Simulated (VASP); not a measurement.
# Mg5NiS6 (P4/mmm) in VASP: single point with PBE

Aim: the single point of Mg5NiS6 with PBE.

All numbers are computed with VASP 6.6.1; they aren't measurements. Logs are shortened: lines on timing, memory, paths and dates and some standing lists are left out, and cuts for length are marked.

## Step 1: The cell of the first run

Symmetry: P4/mmm, No. 123, tetragonal system. Conventional cell: a = 3.657 Å, b = 3.657 Å, c = 15.349 Å, α = 90.00°, β = 90.00°, γ = 90.00°. Mg (site symmetry 4mm) has 6 S at 2.45 to 2.60 Å within 3.2 Å. Mg (site symmetry 4mm) has 6 S at 2.59 to 2.68 Å within 3.4 Å. Within 3.4 Å of Mg (site symmetry 4/mmm) lie 6 S at 2.59 to 2.63 Å. Ni (site symmetry 4/mmm) has 6 S at 2.35 to 2.59 Å within 3.1 Å. S (site symmetry 4mm) has 6 Mg at 2.59 to 2.63 Å within 3.4 Å. Within 3.4 Å of S (site symmetry 4/mmm) lie 6 Mg at 2.59 to 2.65 Å. Within 3.1 Å of S (site symmetry 4mm) lie 1 Ni at 2.35 Å and 5 Mg at 2.59 to 2.68 Å. S (site symmetry 4/mmm) has 2 Mg at 2.45 Å and 4 Ni at 2.59 Å within 3.2 Å.

## Step 2: Single point, PBE

INCAR

```
ALGO = Normal
EDIFF = 1E-7
ENCUT = 520
GGA = PE
ISIF = 2
ISMEAR = 0
LASPH = T
LCHARG = T
LELF = T
LREAL = F
LVHAR = T
LWAVE = F
NBANDS = 40
NELM = 80
PREC = Accurate
SIGMA = 0.1
```

KPOINTS

```
k-points
0
Gamma
  10 10 4
```

POSCAR

```
Mg5NiS6
1.0
    3.6573029037      0.0000000000      0.0000000000
    0.0000000000      3.6573029037      0.0000000000
    0.0000000000      0.0000000000     15.3485626336
Mg Ni S
5 1 6
Direct
    0.0000000000      0.0000000000      0.6593202642
    0.5000000000      0.5000000000      0.8276610527
    0.0000000000      0.0000000000      0.0000000000
    0.5000000000      0.5000000000      0.1723389473
    0.0000000000      0.0000000000      0.3406797358
    0.5000000000      0.5000000000      0.5000000000
    0.0000000000      0.0000000000      0.8289311433
    0.5000000000      0.5000000000      0.0000000000
    0.0000000000      0.0000000000      0.1710688567
    0.5000000000      0.5000000000      0.3466365563
    0.0000000000      0.0000000000      0.5000000000
    0.5000000000      0.5000000000      0.6533634437
```

Potentials or basis: VASP PAW PBE potentials, release 64 (Mg, Ni, S).

On the command line:

```bash
$ cat potpaw_PBE.64/Mg/POTCAR potpaw_PBE.64/Ni/POTCAR potpaw_PBE.64/S/POTCAR > POTCAR
$ mpirun -np 1 vasp_std > vasp.out
```

OUTCAR:

```text
EDIFF = 1E-7
   ENCUT = 520
   GGA = PE
   ISIF = 2
   ISMEAR = 0
   LASPH = T
   LREAL = F
   NELM = 80
   PREC = Accurate

 ion  position               nearest neighbor table
   1  0.000  0.000  0.659-  11 2.45  12 2.59  12 2.59  12 2.59  12 2.59   7 2.60   2 3.66   2 3.66
                             2 3.66   2 3.66
   2  0.500  0.500  0.828-   7 2.59   7 2.59   7 2.59   7 2.59   8 2.65  12 2.68   1 3.66   1 3.66
                             1 3.66   1 3.66
   3  0.000  0.000  0.000-   8 2.59   8 2.59   8 2.59   8 2.59   9 2.63   7 2.63
   4  0.500  0.500  0.172-   9 2.59   9 2.59   9 2.59   9 2.59   8 2.65  10 2.68   5 3.66   5 3.66
                             5 3.66   5 3.66
   5  0.000  0.000  0.341-  11 2.45  10 2.59  10 2.59  10 2.59  10 2.59   9 2.60   4 3.66   4 3.66
                             4 3.66   4 3.66
   6  0.500  0.500  0.500-  10 2.35  12 2.35  11 2.59  11 2.59  11 2.59  11 2.59
   7  0.000  0.000  0.829-   2 2.59   2 2.59   2 2.59   2 2.59   1 2.60   3 2.63
   8  0.500  0.500  0.000-   3 2.59   3 2.59   3 2.59   3 2.59   4 2.65   2 2.65
   9  0.000  0.000  0.171-   4 2.59   4 2.59   4 2.59   4 2.59   5 2.60   3 2.63
  10  0.500  0.500  0.347-   6 2.35   5 2.59   5 2.59   5 2.59   5 2.59   4 2.68
  11  0.000  0.000  0.500-   1 2.45   5 2.45   6 2.59   6 2.59   6 2.59   6 2.59
  12  0.500  0.500  0.653-   6 2.35   1 2.59   1 2.59   1 2.59   1 2.59   2 2.68

  LATTYP: Found a simple tetragonal cell.
 ALAT       =     3.6573029037
 C/A-ratio  =     4.1966889366

  Lattice vectors:

 A1 = (   3.6573029037,   0.0000000000,   0.0000000000)
 A2 = (   0.0000000000,   3.6573029037,   0.0000000000)
 A3 = (   0.0000000000,   0.0000000000,  15.3485626336)

Analysis of symmetry for initial positions (statically):
=====================================================================
 Subroutine PRICEL returns:
 Original cell was already a primitive cell.

 Routine SETGRP: Setting up the symmetry group for a
 simple tetragonal supercell.

 Subroutine GETGRP returns: Found 16 space group operations
 (whereof 16 operations were pure point group operations)
 out of a pool of 16 trial point group operations.

The static configuration has the point symmetry D_4h.

Analysis of symmetry for dynamics (positions and initial velocities):
=====================================================================
 Subroutine PRICEL returns:
 Original cell was already a primitive cell.

 Routine SETGRP: Setting up the symmetry group for a
 simple tetragonal supercell.

 Subroutine GETGRP returns: Found 16 space group operations
 (whereof 16 operations were pure point group operations)
 out of a pool of 16 trial point group operations.

The dynamic configuration has the point symmetry D_4h.

 Subroutine INISYM returns: Found 16 space group operations
 (whereof 16 operations are pure point group operations),
 and found     1 'primitive' translations

----------------------------------------------------------------------------------------

                                     Primitive cell

  volume of cell :     205.3003

  direct lattice vectors                    reciprocal lattice vectors
     3.657302904  0.000000000  0.000000000     0.273425534  0.000000000  0.000000000
     0.000000000  3.657302904  0.000000000     0.000000000  0.273425534  0.000000000
     0.000000000  0.000000000 15.348562634     0.000000000  0.000000000  0.065152681

  length of vectors
     3.657302904  3.657302904 15.348562634     0.273425534  0.273425534  0.065152681

  position of ions in fractional coordinates (direct lattice)
     0.000000000  0.000000000  0.659320264
     0.500000000  0.500000000  0.827661053
     0.000000000  0.000000000  0.000000000
     0.500000000  0.500000000  0.172338947
     0.000000000  0.000000000  0.340679736
     0.500000000  0.500000000  0.500000000
     0.000000000  0.000000000  0.828931143
     0.500000000  0.500000000  0.000000000
     0.000000000  0.000000000  0.171068857
     0.500000000  0.500000000  0.346636556
     0.000000000  0.000000000  0.500000000
     0.500000000  0.500000000  0.653363444

  ion indices of the primitive-cell ions
   primitive index   ion index
                 1           1
                 2           2
                 3           3
                 4           4
                 5           5
                 6           6
                 7           7
                 8           8
                 9           9
                10          10
                11          11
                12          12

----------------------------------------------------------------------------------------

 KPOINTS: k-points

Automatic generation of k-mesh.
 Grid dimensions read from file:
 generate k-points for:   10   10    4

 Generating k-lattice:

  Cartesian coordinates                     Fractional coordinates (reciprocal lattice)
     0.027342553  0.000000000  0.000000000     0.100000000  0.000000000  0.000000000
     0.000000000  0.027342553  0.000000000     0.000000000  0.100000000  0.000000000
     0.000000000  0.000000000  0.016288170     0.000000000  0.000000000  0.250000000

  Length of vectors
     0.027342553  0.027342553  0.016288170

  Shift w.r.t. Gamma in fractional coordinates (k-lattice)
     0.000000000  0.000000000  0.000000000

 Subroutine IBZKPT returns following result:
 ===========================================

 Found     63 irreducible k-points:

 Following reciprocal coordinates:
            Coordinates               Weight
  0.000000  0.000000  0.000000      1.000000
  0.100000  0.000000  0.000000      4.000000
  0.200000  0.000000  0.000000      4.000000
  0.300000  0.000000  0.000000      4.000000
  0.400000  0.000000  0.000000      4.000000
  0.500000  0.000000  0.000000      2.000000
[... 16 lines left out ...]
  0.100000  0.000000  0.250000      8.000000
  0.200000  0.000000  0.250000      8.000000
 [... further k-points ...]
   k-points           NKPTS =     63   k-points in BZ     NKDIM =     63   number of bands    NBANDS=     40
   number of dos      NEDOS =    301   number of ions     NIONS =     12
   total plane-waves  NPLWV =  94080
   dimension x,y,z NGX =    28 NGY =   28 NGZ =  120
   dimension x,y,z NGXF=    56 NGYF=   56 NGZF=  240
   ions per type =               5   1   6
   NGX,Y,Z   is equivalent  to a cutoff of  12.73, 12.73, 13.00 a.u.
   NGXF,Y,Z  is equivalent  to a cutoff of  25.46, 25.46, 26.00 a.u.
 SYSTEM =  unknown system
   PREC   = accura    normal or accurate (medium, high low for compatibility)
   ISTART =      0    job   : 0-new  1-cont  2-samecut
   ICHARG =      2    charge: 1-file 2-atom 10-const
   ISPIN  =      1    spin polarized calculation?
   LNONCOLLINEAR =      F non collinear calculations
   LSORBIT =      F    spin-orbit coupling
   LASPH  =      T    aspherical Exc in radial PAW
   ENCUT  =  520.0 eV  38.22 Ry    6.18 a.u.   6.80  6.80 28.54*2*pi/ulx,y,z
   NELM   =     80;   NELMIN=  2; NELMDL= -5     # of ELM steps
   EDIFF  = 0.1E-06   stopping-criterion for ELM
   LREAL  =      F    real-space projection
   EDIFFG = 0.1E-05   stopping-criterion for IOM
   NSW    =      0    number of steps for IOM
   IBRION =     -1    ionic relax: 0-MD 1-quasi-New 2-CG
   NFREE  =      0    steps in history (QN), initial steepest desc. (CG)
   ISIF   =      2    stress and relaxation
   ISYM   =      2    0-nonsym 1-usesym 2-fastsym
   POTIM  = 0.5000    time-step for ionic-motion
   TEBEG  =    0.0;   TEEND  =   0.0 temperature during run
   PSTRESS=    0.0 pullay stress
   NELECT =      56.0000    total number of electrons
   NUPDOWN=      -1.0000    fix difference up-down
   EMIN   =  10.00;   EMAX   =-10.00  energy-range for DOS
   EFERMI =   0.00;   METHOD = LEGACY
   ISMEAR =     0;   SIGMA  =   0.10  broadening in eV -4-tet -1-fermi 0-gaus
   EFERMI_NEDOS =   21; number of points for ismear=-14 and -15
   IALGO  =     38    algorithm
   IMIX   =      4    mixing-type and parameters
     AMIX     =   0.40;   BMIX     =  1.00
     AMIX_MAG =   1.60;   BMIX_MAG =  1.00
  volume/ion in A,a.u.               =      17.11       115.45
  Fermi-wavevector in a.u.,A,eV,Ry     =   1.061714  2.006349 15.336993  1.127237
  Thomas-Fermi vector in A             =   2.197140
   LORBIT       =      0    0 simple, 1 ext, 2 COOP (PROOUT), +10 PAW based schemes
   GGA     = PE    functional components
   LHFCALC =     F    Hartree Fock is set to
   AEXX    =    0.0000 exact exchange contribution
   IVDW    =     0    specifies the selected vdW correction
   LEPSILON=     F    determine dielectric tensor
   LRPA    =     F    only Hartree local field effects (RPA)
 non-spin polarized calculation
 Gauss-broadening in eV      SIGMA  =   0.10
  energy-cutoff  :      520.00
  volume of cell :      205.30
 maximum number of plane-waves:      5588
 NGX is ok and might be reduce to    28
   NGX = 13   NGY = 13   NGZ = 57

 number of electron      56.0000011 magnetization

 Free energy of the ion-electron system (eV)
  ---------------------------------------------------
  ext. energy  EPLUGINS =         0.00000000
  ---------------------------------------------------
  free energy    TOTEN  =       -51.97278032 eV

  energy without entropy =      -51.96167903  energy(sigma->0) =      -51.96722967

 E-fermi :   5.5189     XC(G=0):  -9.9350

 val. band max:        5.4943414540   @ k =   0.4000   0.3000   0.0000
 cond. band min:       5.5297817477   @ k =   0.1000   0.1000   0.0000
 fundamental gap:      0.0354402937
 Fermi energy:         5.5189243946

 k-point     1 :       0.0000    0.0000    0.0000
  band No.  band energies     occupation
      1      -8.7875      2.00000
      2      -8.4124      2.00000
      3      -8.4060      2.00000
      4      -7.6070      2.00000
      5      -7.5326      2.00000
      6      -6.8568      2.00000
[... 32 lines left out ...]
     39      10.5564      0.00000
[... 988 lines left out ...]
     39      11.2709      0.00000
     40      11.5772      0.00000

 [... further k-points ...]

------------------------ aborting loop because EDIFF is reached ----------------------------------------

  FORCE on cell =-STRESS in cart. coord.  units (eV):
  Direction    XX          YY          ZZ          XY          YZ          ZX
  --------------------------------------------------------------------------------------
  -------------------------------------------------------------------------------------
  Total       -0.3202397     -0.3202397     -0.2703940      0.0000000      0.0000000      0.0000000
  in kB       -2.4991724     -2.4991724     -2.1101731      0.0000000      0.0000000      0.0000000
  external PRESSURE =      -2.3695060 kB  Pullay stress =       0.0000000 kB

 VOLUME and BASIS-vectors are now :
 -----------------------------------------------------------------------------
  energy-cutoff  :      520.00
  volume of cell :      205.30
      direct lattice vectors                 reciprocal lattice vectors
     3.657302904  0.000000000  0.000000000     0.273425534  0.000000000  0.000000000
     0.000000000  3.657302904  0.000000000     0.000000000  0.273425534  0.000000000
     0.000000000  0.000000000 15.348562634     0.000000000  0.000000000  0.065152681

 POSITION                                       TOTAL-FORCE (eV/Angst)
 -----------------------------------------------------------------------------------
      0.00000      0.00000     10.11962         0.000000      0.000000      0.001587
      1.82865      1.82865     12.70341         0.000000      0.000000     -0.002118
      0.00000      0.00000      0.00000         0.000000      0.000000     -0.000000
      1.82865      1.82865      2.64516         0.000000      0.000000      0.002118
      0.00000      0.00000      5.22894         0.000000      0.000000     -0.001587
      1.82865      1.82865      7.67428         0.000000      0.000000     -0.000000
      0.00000      0.00000     12.72290        -0.000000      0.000000     -0.001624
      1.82865      1.82865      0.00000         0.000000      0.000000     -0.000000
      0.00000      0.00000      2.62566         0.000000      0.000000      0.001624
      1.82865      1.82865      5.32037        -0.000000     -0.000000     -0.027341
      0.00000      0.00000      7.67428         0.000000      0.000000     -0.000000
      1.82865      1.82865     10.02819         0.000000     -0.000000      0.027341
 -----------------------------------------------------------------------------------
    total drift:                                0.000000      0.000000      0.000000

  FREE ENERGIE OF THE ION-ELECTRON SYSTEM (eV)
  ---------------------------------------------------
  free  energy   TOTEN  =       -51.9727803197 eV

  energy  without entropy=      -51.9616790271  energy(sigma->0) =      -51.96722967
```

Run time: 6.6 min. Hardware: 1 thread of Intel Xeon 6975P-C (Granite Rapids), shared host; peak memory 0.58 GiB.

Results:

- Free energy: -51.9728 eV
- Pressure: -0.2 GPa
- Largest force: 0.027 eV/Å
- Band gap on the k mesh: zero (bands 28 and 29 overlap by 1.38 eV)

Forces in eV/Å, atoms in the order of the input:
```
Mg   0.000  0.000  0.002
Mg   0.000  0.000 -0.002
Mg   0.000  0.000  0.000
Mg   0.000  0.000  0.002
Mg   0.000  0.000 -0.002
Ni   0.000  0.000  0.000
S    0.000  0.000 -0.002
S    0.000  0.000  0.000
S    0.000  0.000  0.002
S    0.000  0.000 -0.027
S    0.000  0.000  0.000
S    0.000  0.000  0.027
```

Caveat: the run has no spin polarisation, though such a crystal can be magnetic. With open d or f shells a metallic result of PBE can be an artefact of self-interaction; +U or a hybrid may open a gap.

The gap in the log of VASP goes by the Fermi energy; the results here count the filled bands.